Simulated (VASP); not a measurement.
Here is a VASP 6.6.1 calculation.

Contents of INCAR:

```
PREC     = Accurate       # precision mode
ENCUT    = 520            # plane-wave cutoff, eV
EDIFF    = 1E-6           # SCF threshold, eV
ISMEAR   = 0              # smearing method
SIGMA    = 0.2            # smearing width, eV
LREAL    = False          # projectors in reciprocal space
LASPH    = True           # aspherical terms in the spheres
NELM     = 60             # most SCF steps
ALGO     = Fast           # electronic algorithm
ISIF     = 2              # what is computed and relaxed
LWAVE    = False          # write WAVECAR
LCHARG   = False          # write CHGCAR
GGA      = PE             # functional
NBANDS   = 46             # bands
```

KPOINTS

```
regular mesh
0
Gamma
  4 4 2
```

POSCAR

```
Cs2SnW3
1.0
    5.4009193436      0.0000000000      0.0000000000
   -2.7004596718      4.6773333553      0.0000000000
    0.0000000000      0.0000000000     12.4967647036
Cs Sn W
2 1 3
Direct
    0.0000000000      0.0000000000      0.7791589654
    0.0000000000      0.0000000000      0.2208410346
    0.0000000000      0.0000000000      0.5000000000
    0.5000000000      0.0000000000      0.5000000000
    0.0000000000      0.5000000000      0.5000000000
    0.5000000000      0.5000000000      0.5000000000
```

Potentials or basis: VASP PAW PBE potentials, release 64 (Cs_sv, Sn_d, W_sv).

Run with:

```bash
$ cat potpaw_PBE.64/Cs_sv/POTCAR potpaw_PBE.64/Sn_d/POTCAR potpaw_PBE.64/W_sv/POTCAR > POTCAR
$ mpirun -np 1 vasp_std > vasp.out
```

**Question.** What does it give for the pressure?

**Answer.** 0.0 GPa.

**Question.** What does it give for the band gap on the k mesh?

**Answer.** Zero (bands 37 and 38 overlap by 0.13 eV).

**Question.** Predict the largest force.

**Answer.** 0.029 eV/Å.

Forces in eV/Å, atoms in the order of the input:
```
Cs   0.000  0.000  0.029
Cs   0.000  0.000 -0.029
Sn   0.000  0.000  0.000
W    0.000  0.000  0.000
W    0.000  0.000  0.000
W    0.000  0.000  0.000
```

Caveat: spin-orbit coupling is left out, which moves the levels of the heavy elements.
